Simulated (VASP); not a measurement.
Here is a VASP 6.6.1 calculation.

File INCAR:

```
PREC = Accurate
ENCUT = 520
EDIFF = 1E-6
ISMEAR = -1
SIGMA = 0.05
LREAL = False
LASPH = True
NELM = 80
ALGO = Normal
ISIF = 2
LWAVE = False
LCHARG = True
LELF = True
LVHAR = True
NBANDS = 15
```

The input KPOINTS:

```
regular mesh
0
Gamma
  10 10 8
```

POSCAR

```
HfB2
1.0
    3.2015842624      0.0000000000      0.0000000000
   -1.6007921312      2.7726533036      0.0000000000
    0.0000000000      0.0000000000      3.5482526220
Hf B
1 2
Direct
    0.0000000000      0.0000000000      0.0000000000
    0.6666666667      0.3333333333      0.5000000000
    0.3333333333      0.6666666667      0.5000000000
```

Potentials or basis: VASP PAW LDA potentials, release 64 (Hf_pv, B).

The run is started by

```sh
$ cat potpaw_LDA.64/Hf_pv/POTCAR potpaw_LDA.64/B/POTCAR > POTCAR
$ mpirun -np 1 vasp_std > vasp.out
```

Question: Estimate the band gap on the k mesh.

Answer: Zero (band 8 reaches 7.71 eV, above the bottom of band 9 at 6.95 eV).

Question: What does it give for the pressure?

Answer: -22.1 GPa.

Stress tensor (GPa, compression positive):
```
-22.72   0.00   0.00
  0.00 -22.72   0.00
  0.00   0.00 -20.84
```

Caveat: spin-orbit coupling is left out, which moves the levels of the heavy elements.
